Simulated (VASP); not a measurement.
# Ir (Pm-3m) in VASP: further runs, part 3 of 3

VASP 6.6.1. Earlier steps stand in the parts before.

### 6 Single point, revPBE

File INCAR:

```
PREC = Accurate
ENCUT = 520
EDIFF = 1E-7
ISMEAR = -1
SIGMA = 0.1
LREAL = False
LASPH = True
NELM = 60
ALGO = Normal
ISIF = 2
LWAVE = False
LCHARG = True
GGA = RE
LELF = True
LVHAR = True
NBANDS = 10
```

File KPOINTS:

```
regular mesh
0
Gamma
  20 20 20
```

File POSCAR:

```
Ir
1.0
    2.5813361944      0.0000000000      0.0000000000
    0.0000000000      2.5813361944      0.0000000000
    0.0000000000      0.0000000000      2.5813361944
Ir
1
Direct
    0.0000000000      0.0000000000      0.0000000000
```

Potentials or basis: VASP PAW PBE potentials, release 64 (Ir).

Command:

```sh
cat potpaw_PBE.64/Ir/POTCAR > POTCAR
mpirun -np 1 vasp_std > vasp.out
```

OUTCAR:

```text
PREC = Accurate
   ENCUT = 520
   EDIFF = 1E-7
   ISMEAR = -1
   LREAL = False
   LASPH = True
   NELM = 60
   ISIF = 2
   GGA = RE

 ion  position               nearest neighbor table
   1  0.000  0.000  0.000-

  LATTYP: Found a simple cubic cell.
 ALAT       =     2.5813361944

  Lattice vectors:

 A1 = (   2.5813361944,   0.0000000000,   0.0000000000)
 A2 = (   0.0000000000,   2.5813361944,   0.0000000000)
 A3 = (   0.0000000000,   0.0000000000,   2.5813361944)

Analysis of symmetry for initial positions (statically):
=====================================================================
 Subroutine PRICEL returns:
 Original cell was already a primitive cell.

 Routine SETGRP: Setting up the symmetry group for a
 simple cubic supercell.

 Subroutine GETGRP returns: Found 48 space group operations
 (whereof 48 operations were pure point group operations)
 out of a pool of 48 trial point group operations.

The static configuration has the point symmetry O_h .

Analysis of symmetry for dynamics (positions and initial velocities):
=====================================================================
 Subroutine PRICEL returns:
 Original cell was already a primitive cell.

 Routine SETGRP: Setting up the symmetry group for a
 simple cubic supercell.

 Subroutine GETGRP returns: Found 48 space group operations
 (whereof 48 operations were pure point group operations)
 out of a pool of 48 trial point group operations.

The dynamic configuration has the point symmetry O_h .

 Subroutine INISYM returns: Found 48 space group operations
 (whereof 48 operations are pure point group operations),
 and found     1 'primitive' translations

----------------------------------------------------------------------------------------

                                     Primitive cell

  volume of cell :      17.2002

  direct lattice vectors                    reciprocal lattice vectors
     2.581336194  0.000000000  0.000000000     0.387396265  0.000000000  0.000000000
     0.000000000  2.581336194  0.000000000     0.000000000  0.387396265  0.000000000
     0.000000000  0.000000000  2.581336194     0.000000000  0.000000000  0.387396265

  length of vectors
     2.581336194  2.581336194  2.581336194     0.387396265  0.387396265  0.387396265

  position of ions in fractional coordinates (direct lattice)
     0.000000000  0.000000000  0.000000000

  ion indices of the primitive-cell ions
   primitive index   ion index
                 1           1

----------------------------------------------------------------------------------------

 KPOINTS: regular mesh

Automatic generation of k-mesh.
 Grid dimensions read from file:
 generate k-points for:   20   20   20

 Generating k-lattice:

  Cartesian coordinates                     Fractional coordinates (reciprocal lattice)
     0.019369813  0.000000000  0.000000000     0.050000000  0.000000000  0.000000000
     0.000000000  0.019369813  0.000000000     0.000000000  0.050000000  0.000000000
     0.000000000  0.000000000  0.019369813     0.000000000  0.000000000  0.050000000

  Length of vectors
     0.019369813  0.019369813  0.019369813

  Shift w.r.t. Gamma in fractional coordinates (k-lattice)
     0.000000000  0.000000000  0.000000000

 Subroutine IBZKPT returns following result:
 ===========================================

 Found    286 irreducible k-points:

 Following reciprocal coordinates:
            Coordinates               Weight
  0.000000  0.000000  0.000000      1.000000
  0.050000  0.000000  0.000000      6.000000
  0.100000  0.000000  0.000000      6.000000
  0.150000  0.000000  0.000000      6.000000
  0.200000  0.000000  0.000000      6.000000
  0.250000  0.000000  0.000000      6.000000
[... 16 lines left out ...]
  0.150000  0.100000  0.000000     24.000000
  0.200000  0.100000  0.000000     24.000000
 [... further k-points ...]
   k-points           NKPTS =    286   k-points in BZ     NKDIM =    286   number of bands    NBANDS=     10
   number of dos      NEDOS =    301   number of ions     NIONS =      1
   total plane-waves  NPLWV =   8000
   dimension x,y,z NGX =    20 NGY =   20 NGZ =   20
   dimension x,y,z NGXF=    40 NGYF=   40 NGZF=   40
   ions per type =               1
   NGX,Y,Z   is equivalent  to a cutoff of  12.88, 12.88, 12.88 a.u.
   NGXF,Y,Z  is equivalent  to a cutoff of  25.76, 25.76, 25.76 a.u.
 SYSTEM =  unknown system
   PREC   = accura    normal or accurate (medium, high low for compatibility)
   ISTART =      0    job   : 0-new  1-cont  2-samecut
   ICHARG =      2    charge: 1-file 2-atom 10-const
   ISPIN  =      1    spin polarized calculation?
   LNONCOLLINEAR =      F non collinear calculations
   LSORBIT =      F    spin-orbit coupling
   LASPH  =      T    aspherical Exc in radial PAW
   ENCUT  =  520.0 eV  38.22 Ry    6.18 a.u.   4.80  4.80  4.80*2*pi/ulx,y,z
   NELM   =     60;   NELMIN=  2; NELMDL= -5     # of ELM steps
   EDIFF  = 0.1E-06   stopping-criterion for ELM
   LREAL  =      F    real-space projection
   EDIFFG = 0.1E-05   stopping-criterion for IOM
   NSW    =      0    number of steps for IOM
   IBRION =     -1    ionic relax: 0-MD 1-quasi-New 2-CG
   NFREE  =      0    steps in history (QN), initial steepest desc. (CG)
   ISIF   =      2    stress and relaxation
   ISYM   =      2    0-nonsym 1-usesym 2-fastsym
   POTIM  = 0.5000    time-step for ionic-motion
   TEBEG  =    0.0;   TEEND  =   0.0 temperature during run
   PSTRESS=    0.0 pullay stress
   NELECT =       9.0000    total number of electrons
   NUPDOWN=      -1.0000    fix difference up-down
   EMIN   =  10.00;   EMAX   =-10.00  energy-range for DOS
   EFERMI =   0.00;   METHOD = LEGACY
   ISMEAR =    -1;   SIGMA  =   0.10  broadening in eV -4-tet -1-fermi 0-gaus
   EFERMI_NEDOS =   21; number of points for ismear=-14 and -15
   IALGO  =     38    algorithm
   IMIX   =      4    mixing-type and parameters
     AMIX     =   0.40;   BMIX     =  1.00
     AMIX_MAG =   1.60;   BMIX_MAG =  1.00
  volume/ion in A,a.u.               =      17.20       116.07
  Fermi-wavevector in a.u.,A,eV,Ry     =   1.319201  2.492929 23.678114  1.740292
  Thomas-Fermi vector in A             =   2.449116
   LORBIT       =      0    0 simple, 1 ext, 2 COOP (PROOUT), +10 PAW based schemes
   GGA     = RE    functional components
   LHFCALC =     F    Hartree Fock is set to
   AEXX    =    0.0000 exact exchange contribution
   IVDW    =     0    specifies the selected vdW correction
   LEPSILON=     F    determine dielectric tensor
   LRPA    =     F    only Hartree local field effects (RPA)
 non-spin polarized calculation
  energy-cutoff  :      520.00
  volume of cell :       17.20
 maximum number of plane-waves:       480
 NGX is ok and might be reduce to    20
   NGX =  9   NGY =  9   NGZ =  9

 number of electron       8.9999999 magnetization

 Free energy of the ion-electron system (eV)
  ---------------------------------------------------
  ext. energy  EPLUGINS =         0.00000000
  ---------------------------------------------------
  free energy    TOTEN  =        -7.37748802 eV

  energy without entropy =       -7.32707766  energy(sigma->0) =       -7.35228284

 E-fermi :   7.3047     XC(G=0): -12.6357

 val. band max:        7.2936135668   @ k =   0.1500   0.1500   0.1500
 cond. band min:       7.3075866416   @ k =   0.4000   0.3500   0.0500
 fundamental gap:      0.0139730748
 Fermi energy:         7.3047493406

 k-point     1 :       0.0000    0.0000    0.0000
  band No.  band energies     occupation
      1      -1.6449      2.00000
      2       1.4929      2.00000
      3       1.4929      2.00000
      4       8.5527      0.00001
      5       8.5527      0.00001
      6       8.5527      0.00001
      7      22.8262      0.00000
      8      22.8262      0.00000
      9      22.8262      0.00000
     10      28.6854      0.00000
[... 287 lines left out ...]
 k-point    24 :       0.2000    0.1000    0.0000
  band No.  band energies     occupation
      1      -0.2901      2.00000
      2       1.9544      2.00000
      3       2.8022      2.00000
      4       7.1248      1.71626
      5       7.5124      0.22287
      6       8.3468      0.00006
      7      18.6515      0.00000
      8      22.7946      0.00000
      9      25.3929      0.00000
     10      27.7180      0.00000

 [... further k-points ...]

------------------------ aborting loop because EDIFF is reached ----------------------------------------

  FORCE on cell =-STRESS in cart. coord.  units (eV):
  Direction    XX          YY          ZZ          XY          YZ          ZX
  --------------------------------------------------------------------------------------
  -------------------------------------------------------------------------------------
  Total       -0.0218305     -0.0218305     -0.0218305     -0.0000000     -0.0000000      0.0000000
  in kB       -2.0334792     -2.0334792     -2.0334792     -0.0000000     -0.0000000      0.0000000
  external PRESSURE =      -2.0334792 kB  Pullay stress =       0.0000000 kB

 VOLUME and BASIS-vectors are now :
 -----------------------------------------------------------------------------
  energy-cutoff  :      520.00
  volume of cell :       17.20
      direct lattice vectors                 reciprocal lattice vectors
     2.581336194  0.000000000  0.000000000     0.387396265  0.000000000  0.000000000
     0.000000000  2.581336194  0.000000000     0.000000000  0.387396265  0.000000000
     0.000000000  0.000000000  2.581336194     0.000000000  0.000000000  0.387396265

 POSITION                                       TOTAL-FORCE (eV/Angst)
 -----------------------------------------------------------------------------------
      0.00000      0.00000      0.00000         0.000000      0.000000      0.000000
 -----------------------------------------------------------------------------------
    total drift:                               -0.000000      0.000000      0.000000

  FREE ENERGIE OF THE ION-ELECTRON SYSTEM (eV)
  ---------------------------------------------------
  free  energy   TOTEN  =        -7.3774880186 eV

  energy  without entropy=       -7.3270776592  energy(sigma->0) =       -7.35228284
```

OSZICAR:

```text
N       E                     dE             d eps       ncg     rms          rms(c)
DAV:   1     0.480131486856E+02    0.48013E+02   -0.42214E+03  5784   0.792E+02
DAV:   2    -0.673725232200E+01   -0.54750E+02   -0.51973E+02  5860   0.189E+02
DAV:   3    -0.775645697827E+01   -0.10192E+01   -0.10084E+01  6744   0.312E+01
DAV:   4    -0.776632563234E+01   -0.98687E-02   -0.98662E-02  6726   0.289E+00
DAV:   5    -0.776653733644E+01   -0.21170E-03   -0.21170E-03  6604   0.405E-01    0.105E+01
DAV:   6    -0.742474133927E+01    0.34180E+00   -0.76277E-01  6596   0.999E+00    0.446E+00
DAV:   7    -0.738160176992E+01    0.43140E-01   -0.14746E-01  7710   0.391E+00    0.153E+00
DAV:   8    -0.737944817854E+01    0.21536E-02   -0.89110E-03  6272   0.133E+00    0.995E-01
DAV:   9    -0.737748459924E+01    0.19636E-02   -0.10521E-03  6270   0.467E-01    0.293E-02
DAV:  10    -0.737748845204E+01   -0.38528E-05   -0.60222E-06  6950   0.252E-02    0.676E-03
DAV:  11    -0.737748808752E+01    0.36452E-06   -0.24233E-07  6418   0.401E-03    0.585E-04
DAV:  12    -0.737748801859E+01    0.68928E-07   -0.10126E-08  3514   0.103E-03
   1 F= -.73774880E+01 E0= -.73522828E+01  d E =-.504104E-01
```

It took 19 s on 1 thread of Intel Xeon Platinum 8375C at 2.90GHz (Ice Lake), shared host; peak memory 0.17 GiB.

Results:

| Property | Result |
| --- | --- |
| Free energy | -7.3775 eV |
| Pressure | -0.2 GPa |

Caveat: the PAW data sets were made with another functional, which shifts forces and pressure a little; spin-orbit coupling is left out, which moves the levels of the heavy elements.

### 7 Summary

```tsv
cell	k mesh	gap on the mesh (eV)	pressure (GPa)
a = 2.581 Å, 1 atom	14 × 14 × 14	none	-0.3
a = 2.615 Å, 1 atom	14 × 14 × 14	none	-8.6
a = 2.648 Å, 1 atom	14 × 14 × 14	none	-15.1
a = 2.681 Å, 1 atom	14 × 14 × 14	none	-20.1
a = 2.581 Å, 1 atom	20 × 20 × 20	none	-0.2
```

Alike in all rows: task single point; level revPBE; potentials or basis VASP PAW PBE potentials, release 64 (Ir); no spin polarisation; cutoff (eV) 520; smearing fermi-dirac 0.1 eV.

Caveats: the PAW data sets were made with another functional, which shifts forces and pressure a little; spin-orbit coupling is left out, which moves the levels of the heavy elements.

Absolute energies hang on the potentials; compare differences alone.
